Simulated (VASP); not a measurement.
A run of VASP 6.6.1 is set up as follows.

The input INCAR:

```
PREC     = Accurate       # precision mode
ENCUT    = 520            # plane-wave cutoff, eV
EDIFF    = 1E-6           # SCF threshold, eV
ISMEAR   = 0              # smearing method
SIGMA    = 0.01           # smearing width, eV
LREAL    = False          # projectors in reciprocal space
LASPH    = True           # aspherical terms in the spheres
NELM     = 60             # most SCF steps
ALGO     = Normal         # electronic algorithm
ISIF     = 2              # what is computed and relaxed
LWAVE    = False          # write WAVECAR
LCHARG   = False          # write CHGCAR
GGA      = PE             # functional
NBANDS   = 17             # bands
```

Contents of KPOINTS:

```
regular mesh
0
Gamma
  4 4 4
```

File POSCAR:

```
PbSe
1.0
    0.0000000000      3.4232041310      3.4232041310
    3.4232041310      0.0000000000      3.4232041310
    3.4232041310      3.4232041310      0.0000000000
Pb Se
1 1
Direct
    0.0000000000      0.0000000000      0.0000000000
    0.2500000000      0.2500000000      0.2500000000
```

Potentials or basis: VASP PAW PBE potentials, release 64 (Pb_d, Se).

Run with:

```console
$ cat potpaw_PBE.64/Pb_d/POTCAR potpaw_PBE.64/Se/POTCAR > POTCAR
$ mpirun -np 1 vasp_std > vasp.out
```

(1) What does it give for the band gap on the k mesh?

(2) What does it give for the pressure?

## Answers

(1) 0.62 eV (least direct gap 1.15 eV).

(2) 0.7 GPa.

Caveat: spin-orbit coupling is left out, which moves the levels of the heavy elements.
